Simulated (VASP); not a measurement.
A run of VASP 6.6.1:

File INCAR:

```
PREC = Accurate ; ENCUT = 600
EDIFF = 1E-7 ; ISMEAR = 0
SIGMA = 0.1 ; LREAL = False
LASPH = True ; NELM = 100
ALGO = Normal ; ISIF = 3
LWAVE = False ; LCHARG = False
GGA = PE ; IBRION = 2
NSW = 100 ; EDIFFG = -0.01
```

Contents of KPOINTS:

```
Automatic mesh
0
Gamma
  10 10 10
```

POSCAR

```
SnTe3
1.0
    4.8479198589      0.0000000000      0.0000000000
    0.0000000000      4.8479198589      0.0000000000
    0.0000000000      0.0000000000      4.8479198589
Sn Te
1 3
Direct
    0.0000000000      0.0000000000      0.0000000000
    0.0000000000      0.5000000000      0.5000000000
    0.5000000000      0.0000000000      0.5000000000
    0.5000000000      0.5000000000      0.0000000000
```

Potentials or basis: VASP PAW PBE potentials, release 64 (Sn_d, Te).

Launch:

```sh
$ cat potpaw_PBE.64/Sn_d/POTCAR potpaw_PBE.64/Te/POTCAR > POTCAR
$ mpirun -np 1 vasp_std > vasp.out
```

Hardware: 1 thread of Intel(R) Xeon(R) 6975P-C (Granite Rapids), on a shared host.

Q: How long does it take, and how much memory?

A: Wall time 2.8 min on 1 thread of Intel(R) Xeon(R) 6975P-C (Granite Rapids) (shared host), peak memory 0.34 GiB. Counts: scf iterations 33, k points 56, ion steps 3.
